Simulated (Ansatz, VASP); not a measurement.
## Si2W in VASP and in Ansatz

File INCAR:

```
SYSTEM = Si2W
ALGO     = Normal         ! electronic algorithm
EDIFF    = 1E-6           ! SCF threshold, eV
ENCUT    = 520            ! plane-wave cutoff, eV
GGA      = PE             ! functional
ISIF     = 2              ! what is computed and relaxed
ISMEAR   = 0              ! smearing method
LASPH    = .True.         ! aspherical terms in the spheres
LCHARG   = .False.        ! write CHGCAR
LREAL    = .False.        ! projectors in reciprocal space
LWAVE    = .False.        ! write WAVECAR
NBANDS   = 43             ! bands
NELM     = 60             ! most SCF steps
PREC     = Accurate       ! precision mode
SIGMA    = 0.05           ! smearing width, eV
```

File KPOINTS:

```
k-points
0
Gamma
  9 9 6
  0 0 0
```

File POSCAR:

```
Si2W
1.0
    4.5226044595      0.0000000000      0.0000000000
   -2.2613022298      3.9166903532      0.0000000000
    0.0000000000      0.0000000000      6.5174038494
Si W
6 3
Direct
    0.8363740000      0.6727480000      0.5000000000
    0.1636260000      0.8363740000      0.8333333300
    0.6727480000      0.8363740000      0.1666666700
    0.1636260000      0.3272520000      0.5000000000
    0.8363740000      0.1636260000      0.8333333300
    0.3272520000      0.1636260000      0.1666666700
    0.0000000000      0.5000000000      0.1666666700
    0.5000000000      0.5000000000      0.8333333300
    0.5000000000      0.0000000000      0.5000000000
```

Input for Ansatz:

```yaml
crystal:
  lattice:
    - [4.5226044595, 0.0, 0.0]
    - [-2.2613022298, 3.9166903532, 0.0]
    - [0.0, 0.0, 6.5174038494]
  atoms:
    - { symbol: Si, position: [0.836374, 0.672748, 0.5] }
    - { symbol: Si, position: [0.163626, 0.836374, 0.83333333] }
    - { symbol: Si, position: [0.672748, 0.836374, 0.16666667] }
    - { symbol: Si, position: [0.163626, 0.327252, 0.5] }
    - { symbol: Si, position: [0.836374, 0.163626, 0.83333333] }
    - { symbol: Si, position: [0.327252, 0.163626, 0.16666667] }
    - { symbol: W, position: [0.0, 0.5, 0.16666667] }
    - { symbol: W, position: [0.5, 0.5, 0.83333333] }
    - { symbol: W, position: [0.5, 0.0, 0.5] }
basis:
  ecutwfc: 500
  fft_grid_basis: typed
kpoints:
  mp_grid: { grid: [9, 9, 6] }
hamiltonian:
  xc: pbe
  pseudopotentials: { kind: paw }
scf:
  occupations: { method: gaussian, width: 0.05 }
output:
  forces: true
  stress: true
  eigenvalues: true
  bader: true
  write_density: true
  volumetric_format: npy
  elf: true
```

Alike in both runs: task single point; functional PBE; k mesh 9 × 9 × 6; occupations gaussian, width 0.05 eV; no spin polarisation.

```csv
,VASP,Ansatz
version,VASP 6.6.1,Ansatz 0.2.0
potentials or method,"VASP PAW PBE potentials, release 64 (Si, W_sv), cutoff 520 eV","scalar-relativistic, plane waves, PAW"
valence electrons in the cell,66,66
```

Ansatz gave:

- gap on the k mesh at the Fermi level (eV): 0.14
- pressure (GPa): 15.0
- traceless stress, the component that is largest in VASP (GPa): 0.67
- rms of the force components (eV/Å): 0.016

Q: Which values does VASP return?

A: gap on the k mesh at the Fermi level (eV): 0.13; pressure (GPa): 15.1; traceless stress, the component that is largest in VASP (GPa): 0.67; rms of the force components (eV/Å): 0.018.

Atom by atom the forces differ by 0.003 eV/Å (rms over components).

Neither program's run includes spin-orbit coupling.
